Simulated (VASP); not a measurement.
The system is KI.

```xyz
2
Lattice="4.3333 0.0000 0.0000 0.0000 4.3333 0.0000 0.0000 0.0000 4.3333" Properties=species:S:1:pos:R:3 pbc="T T T"
I     0.0000    0.0000    0.0000
K     2.1666    2.1666    2.1666
```

Base run:

```yaml
Program: VASP 6.6.1
Functional: PBE
Potentials_or_basis: VASP PAW PBE potentials, release 64 (I, K_sv)
Cutoff: 500 eV
k_mesh: 4 × 4 × 4
Occupations: fermi-dirac, width 0.1 eV
Spin: no spin polarisation
```

Its results: band gap on the k mesh 3.25 eV, indirect (least direct gap 3.60 eV); pressure 0.2 GPa.

Problem. The run is repeated on the same cell with these changes: dispersion from none to D3(BJ). What comes out?

Solution. Band gap on the k mesh 3.25 eV, indirect (least direct gap 3.60 eV); pressure -0.8 GPa.

Dispersion adds attraction, which lowers the pressure at fixed volume and, as a term added to the energy, leaves the levels alone.

Caveats: spin-orbit coupling is left out, which moves the levels of the heavy elements; three body term missing (some runs).

A k mesh can miss the band edges.
